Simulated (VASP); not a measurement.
# InP (R-3m) in VASP: single point with r2SCAN

Aim: the single point of InP with r2SCAN.

Everything below comes from runs of VASP 6.6.1. Logs are shortened: lines on timing, memory, paths and dates and some standing lists are left out, and cuts for length are marked.

## Step 1: The cell of the first run

It takes space group R-3m (No. 166, trigonal). Conventional cell: a = 3.870 Å, b = 3.870 Å, c = 9.638 Å, α = 90.00°, β = 90.00°, γ = 120.00°. In (site symmetry -3m) has 6 P at 2.75 Å within 3.6 Å. P (site symmetry -3m) has 6 In at 2.75 Å within 3.6 Å.

## Step 2: Single point, r2SCAN

The input, POSCAR:

```
InP
1.0
    1.9350076331      1.1171771779      3.2126153132
   -1.9350076331      1.1171771779      3.2126153132
    0.0000000000     -2.2343543557      3.2126153132
In P
1 1
Direct
    0.0000000000      0.0000000000      0.0000000000
    0.5000000000      0.5000000000      0.5000000000
```

The input, INCAR.step1:

```
SYSTEM = InP
PREC = Accurate ; ENCUT = 520
ISMEAR = 0 ; SIGMA = 0.1
LREAL = .FALSE. ; LASPH = .TRUE.
NELM = 80 ; NBANDS = 16
GGA = PE ; ALGO = Normal
EDIFF = 1E-4 ; LWAVE = .TRUE.
LCHARG = .FALSE.
```

The input, INCAR.step2:

```
SYSTEM = InP
PREC = Accurate ; ENCUT = 520
EDIFF = 1E-6 ; ISMEAR = 0
SIGMA = 0.1 ; LREAL = .FALSE.
LASPH = .TRUE. ; NELM = 80
ALGO = Normal ; ISIF = 2
LWAVE = .FALSE. ; LCHARG = .FALSE.
METAGGA = R2SCAN ; LMIXTAU = .TRUE.
NBANDS = 16 ; ISTART = 1
```

The input, KPOINTS:

```
regular mesh
0
G
  6 6 6
  0 0 0
```

Potentials or basis: VASP PAW PBE potentials, release 64 (In_d, P).

Command:

```console
cat potpaw_PBE.64/In_d/POTCAR potpaw_PBE.64/P/POTCAR > POTCAR
cp INCAR.step1 INCAR
mpirun -np 1 vasp_std > vasp.out
cp INCAR.step2 INCAR
mpirun -np 1 vasp_std > vasp.out
```

OUTCAR:

```text
SYSTEM = InP
   PREC = Accurate
   ENCUT = 520
   EDIFF = 1E-6
   ISMEAR = 0
   LREAL = .FALSE.
   LASPH = .TRUE.
   NELM = 80
   ISIF = 2
   METAGGA = R2SCAN
   ISTART = 1

 ion  position               nearest neighbor table
   1  0.000  0.000  0.000-   2 2.75   2 2.75   2 2.75   2 2.75   2 2.75   2 2.75
   2  0.500  0.500  0.500-   1 2.75   1 2.75   1 2.75   1 2.75   1 2.75   1 2.75

  LATTYP: Found a trigonal (rhomboedric) cell.
 ALAT       =     3.9132130708
 COS(alpha) =     0.5109780312

  Lattice vectors:

 A1 = (   1.9350076331,   1.1171771779,   3.2126153132)
 A2 = (  -1.9350076331,   1.1171771779,   3.2126153132)
 A3 = (   0.0000000000,  -2.2343543557,   3.2126153132)

Analysis of symmetry for initial positions (statically):
=====================================================================
 Subroutine PRICEL returns:
 Original cell was already a primitive cell.

 Routine SETGRP: Setting up the symmetry group for a
 trigonal (rhombohedral) supercell.

 Subroutine GETGRP returns: Found 12 space group operations
 (whereof 12 operations were pure point group operations)
 out of a pool of 12 trial point group operations.

The static configuration has the point symmetry D_3d.

Analysis of symmetry for dynamics (positions and initial velocities):
=====================================================================
 Subroutine PRICEL returns:
 Original cell was already a primitive cell.

 Routine SETGRP: Setting up the symmetry group for a
 trigonal (rhombohedral) supercell.

 Subroutine GETGRP returns: Found 12 space group operations
 (whereof 12 operations were pure point group operations)
 out of a pool of 12 trial point group operations.

The dynamic configuration has the point symmetry D_3d.

 Subroutine INISYM returns: Found 12 space group operations
 (whereof 12 operations are pure point group operations),
 and found     1 'primitive' translations

----------------------------------------------------------------------------------------

                                     Primitive cell

  volume of cell :      41.6692

  direct lattice vectors                    reciprocal lattice vectors
     1.935007633  1.117177178  3.212615313     0.258396914  0.149185528  0.103757624
    -1.935007633  1.117177178  3.212615313    -0.258396914  0.149185528  0.103757624
     0.000000000 -2.234354356  3.212615313     0.000000000 -0.298371055  0.103757625

[... 82 lines left out ...]
   NELM   =     80;   NELMIN=  2; NELMDL=  0     # of ELM steps
   EDIFF  = 0.1E-05   stopping-criterion for ELM
   LREAL  =      F    real-space projection
   EDIFFG = 0.1E-04   stopping-criterion for IOM
   NSW    =      0    number of steps for IOM
   IBRION =     -1    ionic relax: 0-MD 1-quasi-New 2-CG
   NFREE  =      0    steps in history (QN), initial steepest desc. (CG)
   ISIF   =      2    stress and relaxation
   ISYM   =      2    0-nonsym 1-usesym 2-fastsym
   POTIM  = 0.5000    time-step for ionic-motion
   TEBEG  =    0.0;   TEEND  =   0.0 temperature during run
   PSTRESS=    0.0 pullay stress
   NELECT =      18.0000    total number of electrons
   NUPDOWN=      -1.0000    fix difference up-down
   EMIN   =  10.00;   EMAX   =-10.00  energy-range for DOS
   EFERMI =   0.00;   METHOD = LEGACY
   ISMEAR =     0;   SIGMA  =   0.10  broadening in eV -4-tet -1-fermi 0-gaus
   EFERMI_NEDOS =   21; number of points for ismear=-14 and -15
   IALGO  =     38    algorithm
   IMIX   =      4    mixing-type and parameters
     AMIX     =   0.40;   BMIX     =  1.00
     AMIX_MAG =   1.60;   BMIX_MAG =  1.00
  volume/ion in A,a.u.               =      20.83       140.60
  Fermi-wavevector in a.u.,A,eV,Ry     =   1.237544  2.338620 20.837539  1.531516
  Thomas-Fermi vector in A             =   2.372107
   LORBIT       =      0    0 simple, 1 ext, 2 COOP (PROOUT), +10 PAW based schemes
   METAGGA = R2SCAN    functional components
   LHFCALC =     F    Hartree Fock is set to
   AEXX    =    0.0000 exact exchange contribution
   IVDW    =     0    specifies the selected vdW correction
   LEPSILON=     F    determine dielectric tensor
   LRPA    =     F    only Hartree local field effects (RPA)
 non-spin polarized calculation
 Gauss-broadening in eV      SIGMA  =   0.10
  energy-cutoff  :      520.00
  volume of cell :       41.67
 maximum number of plane-waves:      1133
 NGX is ok and might be reduce to    30
   NGX = 15   NGY = 15   NGZ = 15

 number of electron      18.0000004 magnetization

 Free energy of the ion-electron system (eV)
  ---------------------------------------------------
  ext. energy  EPLUGINS =         0.00000000
  ---------------------------------------------------
  free energy    TOTEN  =       -31.73388898 eV

  energy without entropy =      -31.72574529  energy(sigma->0) =      -31.72981713

 E-fermi :   7.0873     XC(G=0): -11.1079

 val. band max:        7.0602573772   @ k =   0.5000   0.1667   0.1667
 cond. band min:       7.0887793566   @ k =   0.5000   0.3333   0.3333
 fundamental gap:      0.0285219794
 Fermi energy:         7.0872938671

 k-point     1 :       0.0000    0.0000    0.0000
  band No.  band energies     occupation
      1      -7.5778      2.00000
      2      -7.5778      2.00000
      3      -7.5381      2.00000
      4      -7.5360      2.00000
      5      -7.5360      2.00000
      6      -5.5422      2.00000
[... 433 lines left out ...]
      3      -7.5538      2.00000
      4      -7.4641      2.00000
      5      -7.4146      2.00000
      6      -2.0956      2.00000
[... 8 lines left out ...]
     15      20.3480      0.00000
     16      21.2693      0.00000

 [... further k-points ...]

------------------------ aborting loop because EDIFF is reached ----------------------------------------

  FORCE on cell =-STRESS in cart. coord.  units (eV):
  Direction    XX          YY          ZZ          XY          YZ          ZX
  --------------------------------------------------------------------------------------
  -------------------------------------------------------------------------------------
  Total        0.0463529      0.0463529     -0.0385004      0.0000000     -0.0000000      0.0000000
  in kB        1.7822680      1.7822680     -1.4803387      0.0000000     -0.0000000      0.0000000
  external PRESSURE =       0.6947325 kB  Pullay stress =       0.0000000 kB

 VOLUME and BASIS-vectors are now :
 -----------------------------------------------------------------------------
  energy-cutoff  :      520.00
  volume of cell :       41.67
      direct lattice vectors                 reciprocal lattice vectors
     1.935007633  1.117177178  3.212615313     0.258396914  0.149185528  0.103757624
    -1.935007633  1.117177178  3.212615313    -0.258396914  0.149185528  0.103757624
     0.000000000 -2.234354356  3.212615313     0.000000000 -0.298371055  0.103757625

 POSITION                                       TOTAL-FORCE (eV/Angst)
 -----------------------------------------------------------------------------------
      0.00000      0.00000      0.00000         0.000000      0.000000      0.000000
      0.00000      0.00000      4.81892        -0.000000     -0.000000     -0.000000
 -----------------------------------------------------------------------------------
    total drift:                                0.000000      0.000000      0.000000

  FREE ENERGIE OF THE ION-ELECTRON SYSTEM (eV)
  ---------------------------------------------------
  free  energy   TOTEN  =       -31.7338889767 eV

  energy  without entropy=      -31.7257452903  energy(sigma->0) =      -31.72981713
```

It took 82 s on 1 thread of Intel Xeon Platinum 8259CL at 2.50GHz (Skylake/Cascade Lake), shared host; peak memory 0.18 GiB.

What came out:

- Free energy: -31.7339 eV
- Pressure: 0.1 GPa
- Band gap on the k mesh: zero (bands 9 and 10 overlap by 2.61 eV)

Caveat: the PAW data sets were made with another functional, which shifts forces and pressure a little; spin-orbit coupling is left out, which moves the levels of the heavy elements.
